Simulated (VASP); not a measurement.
Set up this calculation in VASP 6.6.1, as the native input.

| Item | Value |
| --- | --- |
| Task | single point |
| Functional | PBE |
| Potentials or basis | VASP PAW PBE potentials, release 64 (Pt, S) |
| Cutoff | 520 eV |
| k mesh | 12 × 12 × 8 |
| Occupations | gaussian, width 0.05 eV |
| Spin | no spin polarisation |
| Dipole correction | no |
| Further INCAR settings | ALGO = Normal; EDIFF = 1e-06; NBANDS = 18 |

The structure of PtS2 lies in POSCAR:

```
PtS2
1.0
    3.6317794627      0.0000000000      0.0000000000
   -1.8158897313      3.1452132756      0.0000000000
    0.0000000000      0.0000000000      5.2907400000
Pt S
1 2
Direct
    0.0000000000      0.0000000000      0.0000000000
    0.3333333333      0.6666666667      0.2500000000
    0.6666666667      0.3333333333      0.7500000000
```

This cell differs from its parent crystal: strain +0.025 along x and y, +0.050 along z.

The input as run:

INCAR

```
PREC = Accurate
ENCUT = 520
EDIFF = 1E-6
ISMEAR = 0
SIGMA = 0.05
LREAL = F
LASPH = T
NELM = 60
ALGO = Normal
ISIF = 2
LWAVE = F
LCHARG = F
GGA = PE
NBANDS = 18
```

KPOINTS

```
regular mesh
0
Gamma
  12 12 8
```

Potentials or basis: VASP PAW PBE potentials, release 64 (Pt, S).

Launch:

```sh
$ cat potpaw_PBE.64/Pt/POTCAR potpaw_PBE.64/S/POTCAR > POTCAR
$ mpirun -np 1 vasp_std > vasp.out
```

Results of the run:

```yaml
Pressure: -8.6 GPa
Largest_force: 1.422 eV/Å
Band_gap_on_the_k_mesh: 0.52 eV, indirect (least direct gap 0.78 eV)
```

Caveat: the cell differs from its parent crystal (strain +0.025 along x and y, +0.050 along z); spin-orbit coupling is left out, which moves the levels of the heavy elements; forces of over 1 eV/Å act on the atoms, so gaps and moduli don't describe the material at rest.

It took 2.1 min on 1 thread of AMD EPYC 9R45 (Zen 5), with other jobs on the host, peak memory 0.24 GiB.
